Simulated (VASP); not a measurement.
# TaCuO2: single point with PBE

The system is TaCuO2.

```
Ta Cu O
1.0
     2.89831    0.00000    0.00000
    -1.44915    2.51001    0.00000
     0.00000   -1.67334    6.49357
Ta Cu O
1 1 2
Direct
  0.50000 0.00000 0.50000
  0.00000 0.00000 0.00000
  0.09743 0.19486 0.29229
  0.90257 0.80514 0.70771
```

```yaml
Program: VASP 6.6.1
Task: single point
Functional: PBE
Potentials_or_basis: VASP PAW PBE potentials, release 64 (Ta_pv, Cu, O)
Cutoff: 520 eV
k_mesh: 7 × 7 × 7
Occupations: fermi-dirac, width 0.1 eV
Spin: non-collinear spin, zero start, spin-orbit coupling
Starting_moments: "[[0.0, 0.0, 0.0], [0.0, 0.0, 0.0], [0.0, 0.0, 0.0], [0.0, 0.0, 0.0]] μB"
```

| Item | Value |
| --- | --- |
| Pressure | 1.1 GPa |
| Largest force | 0.044 eV/Å |
| Net moment | 0.00 μB per cell |
| Valence electrons inside the program's atomic spheres | Ta 8.92; Cu 9.90; O 5.03 |

Forces on the atoms (eV/Å):
```
Ta   0.000  0.000  0.000
Cu   0.000  0.000  0.000
O    0.000  0.000 -0.044
O    0.000  0.000  0.044
```

Stress tensor (GPa, compression positive):
```
0.96 0.00 0.00
0.00 0.96 0.00
0.00 0.00 1.43
```

Moments on the atoms (μB; x, y, z):
```
Ta  0.00 0.00 0.00
Cu  0.00 0.00 0.00
O   0.00 0.00 0.00
O   0.00 0.00 0.00
```

Run time: 99 s on 1 thread of Intel(R) Xeon(R) 6975P-C (Granite Rapids) (shared host), peak memory 0.38 GiB.

Caveat: the k points lie up to 0.36 Å⁻¹ apart.
